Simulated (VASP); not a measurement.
Set up this calculation in VASP 6.6.1, as the native input.

```yaml
Task: single point
Functional: LDA
Potentials_or_basis: VASP PAW LDA potentials, release 64 (Zr_sv)
Cutoff: 520 eV
k_mesh: 12 × 12 × 6
Occupations: methfessel-paxton, width 0.6 eV
Spin: no spin polarisation
Dipole_correction: no
Further_INCAR_settings: ALGO = Normal; EDIFF = 1e-06; NBANDS = 19
```

The structure of Zr lies in POSCAR:

```
Zr
1.0
    3.1439658570      0.0000000000      0.0000000000
   -1.5719829285      2.7227543008      0.0000000000
    0.0000000000      0.0000000000      5.0894642375
Zr
2
Direct
    0.3333333333      0.6666666667      0.2500000000
    0.6666666667      0.3333333333      0.7500000000
```

These files were run (other wordings do the same):

INCAR

```
SYSTEM = Zr
PREC = Accurate
ENCUT = 520
EDIFF = 1E-6
ISMEAR = 1
SIGMA = 0.6
LREAL = .False.
LASPH = .True.
NELM = 100
ALGO = Normal
ISIF = 2
LWAVE = .False.
LCHARG = .False.
NBANDS = 19
```

KPOINTS

```
regular mesh
0
Gamma
  12 12 6
  0 0 0
```

Potentials or basis: VASP PAW LDA potentials, release 64 (Zr_sv).

Launch:

```bash
$ cat potpaw_LDA.64/Zr_sv/POTCAR > POTCAR
$ mpirun -np 1 vasp_std > vasp.out
```

Results of the run:

```
Pressure               : -0.2 GPa
Band gap on the k mesh : zero (band 12 reaches 10.50 eV, above the bottom of band 13 at 9.34 eV)
```

It took 54 s on 1 thread of AMD EPYC 9R45 (Zen 5) (shared host), peak memory 0.14 GiB.
